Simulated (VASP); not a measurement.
Input of a VASP 6.6.1 run:

File INCAR:

```
SYSTEM = C
  PREC = Accurate
  ENCUT = 600
  EDIFF = 1E-6
  ISMEAR = 0
  SIGMA = 0.02
  LREAL = .False.
  LASPH = .True.
  NELM = 80
  ALGO = Normal
  ISIF = 3
  LWAVE = .False.
  LCHARG = .False.
  GGA = PS
  IBRION = 2
  NSW = 80
  EDIFFG = -0.02
```

File KPOINTS:

```
regular mesh
0
Gamma
  10 10 10
  0 0 0
```

File POSCAR:

```
C
1.0
    1.2280300000      0.7090000000      3.3470100000
   -1.2280300000      0.7090000000      3.3470100000
    0.0000000000     -1.4180100000      3.3470100000
C
2
Direct
    0.8360000000      0.8360000000      0.8360000000
    0.1640000000      0.1640000000      0.1640000000
```

Potentials or basis: VASP PAW PBE potentials, release 64 (C).

Command:

```sh
$ cat potpaw_PBE.64/C/POTCAR > POTCAR
$ mpirun -np 1 vasp_std > vasp.out
```

**Question.** Estimate the band gap on the k mesh.

**Answer.** 1.51 eV, direct.

**Question.** What does it give for the space group after relaxing (to 0.05 Å)?

**Answer.** R-3m (No. 166).

**Question.** Predict the relaxed volume.

**Answer.** 9.52 Å³/atom.

**Question.** Estimate the relaxed cell.

**Answer.** a = 3.899 Å, b = 3.899 Å, c = 3.899 Å, α = 36.78°, β = 36.78°, γ = 36.78°.

Stress tensor (GPa, compression positive):
```
-0.17  0.00  0.00
 0.00 -0.17  0.00
 0.00  0.00 -0.07
```

Caveat: the PAW data sets were made with another functional, which shifts forces and pressure a little. Zero-point motion and thermal expansion aren't in these numbers.
